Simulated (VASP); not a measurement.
Write the native input for VASP 6.6.1 that does the following.

```yaml
Task: single point
Functional: LDA
Potentials_or_basis: VASP PAW LDA potentials, release 64 (Cu)
Cutoff: 600 eV
k_mesh: 11 × 11 × 11
Occupations: gaussian, width 0.1 eV
Spin: no spin polarisation
Dipole_correction: no
Further_INCAR_settings: ALGO = Normal; EDIFF = 1e-06; NBANDS = 12
```

The structure of Cu lies in POSCAR:

```
Cu
1.0
    0.0000000000      1.7583942521      1.7583942521
    1.7583942521      0.0000000000      1.7583942521
    1.7583942521      1.7583942521      0.0000000000
Cu
1
Direct
    0.0000000000      0.0000000000      0.0000000000
```

One way to write it, as run:

INCAR

```
SYSTEM = Cu
ALGO = Normal
EDIFF = 1E-6
ENCUT = 600
GGA = CA
GGA_COMPAT = .False.
ISIF = 2
ISMEAR = 0
LASPH = .True.
LCHARG = .False.
LREAL = .False.
LWAVE = .False.
NBANDS = 12
NELM = 120
PREC = Accurate
SIGMA = 0.1
```

KPOINTS

```
k-points
0
Gamma
  11 11 11
  0 0 0
```

Potentials or basis: VASP PAW LDA potentials, release 64 (Cu).

The run is started by

```bash
$ cat potpaw_LDA.64/Cu/POTCAR > POTCAR
$ mpirun -np 1 vasp_std > vasp.out
```

Results of the run:

| Quantity | Value |
| --- | --- |
| Pressure | 0.9 GPa |
| Band gap on the k mesh | zero (an odd number of electrons rules out a gap without spin polarisation) |

Wall time 4.9 s on 1 thread of Intel(R) Xeon(R) Platinum 8488C (Sapphire Rapids) (shared host), peak memory 0.12 GiB.
